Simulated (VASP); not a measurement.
Input of a VASP 6.6.1 run:

Contents of INCAR:

```
SYSTEM = Ge
PREC     = Accurate       ! precision mode
ENCUT    = 600            ! plane-wave cutoff, eV
EDIFF    = 1E-6           ! SCF threshold, eV
ISMEAR   = -1             ! smearing method
SIGMA    = 0.05           ! smearing width, eV
LREAL    = .False.        ! projectors in reciprocal space
LASPH    = .True.         ! aspherical terms in the spheres
NELM     = 100            ! most SCF steps
ALGO     = Normal         ! electronic algorithm
ISIF     = 3              ! what is computed and relaxed
LWAVE    = .False.        ! write WAVECAR
LCHARG   = .False.        ! write CHGCAR
GGA      = PS             ! functional
IBRION   = 2              ! ionic algorithm
NSW      = 32             ! ionic steps
EDIFFG   = -0.005         ! ionic threshold
PSTRESS  = 2700.0
```

KPOINTS

```
Automatic mesh
0
Gamma
  15 15 15
  0 0 0
```

Contents of POSCAR:

```
Ge
1.0
    0.0000000000      2.2078862445      2.2078862445
    2.2078862445      0.0000000000      2.2078862445
    2.2078862445      2.2078862445      0.0000000000
Ge
2
Direct
   -0.1250000000     -0.1250000000     -0.1250000000
    0.1250000000      0.1250000000      0.1250000000
```

Potentials or basis: VASP PAW PBE potentials, release 64 (Ge_d).

Launch:

```console
$ cat potpaw_PBE.64/Ge_d/POTCAR > POTCAR
$ mpirun -np 1 vasp_std > vasp.out
```

**Question.** Estimate the space group after relaxing (to 0.1 Å).

**Answer.** Fd-3m (No. 227).

**Question.** What does it give for the band gap on the k mesh?

**Answer.** Zero (bands 14 and 15 overlap by 1.51 eV).

**Question.** Estimate the relaxed cell.

**Answer.** a = 3.135 Å, b = 3.135 Å, c = 3.135 Å, α = 60.00°, β = 60.00°, γ = 60.00°.

Final structure:
```
Ge
1.0
     0.00000    2.21650    2.21650
     2.21650    0.00000    2.21650
     2.21650    2.21650    0.00000
Ge
2
Direct
  0.87500 0.87500 0.87500
  0.12500 0.12500 0.12500
```

Caveat: the cell is relaxed towards a set pressure, so the run minimises the enthalpy, not the energy.
